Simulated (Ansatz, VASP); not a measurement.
Na in VASP and in Ansatz

```xyz
1
Lattice="-2.0470 2.0470 2.0470 2.0470 -2.0470 2.0470 2.0470 2.0470 -2.0470" Properties=species:S:1:pos:R:3 pbc="T T T"
Na    0.0000    0.0000    0.0000
```

Alike in both runs: task single point; functional LDA; k mesh 14 × 14 × 14; occupations gaussian, width 0.1 eV; no spin polarisation.

```csv
,VASP,Ansatz
version,VASP 6.6.1,Ansatz 0.2.0
potentials or method,"VASP PAW LDA potentials, release 64 (Na_pv), cutoff 500 eV","scalar-relativistic, plane waves, PAW"
valence electrons in the cell,7,9
```

|  | VASP | Ansatz | Ansatz less VASP |
| --- | --- | --- | --- |
| gap on the k mesh at the Fermi level (eV) | none | none | - |
| pressure (GPa) | -0.3 | -0.3 | +0.05 |

Ansatz warns that its potentials were made for another functional, while VASP's fit it. LDA's correlation is that of Perdew and Zunger in VASP and of Perdew and Wang (1992) in Ansatz. A gap of «none» marks a metal or a gap that the smearing closes. VASP's potentials hold 7 valence electrons a cell and Ansatz's 9, so a difference there can come from the potentials and not from the codes.
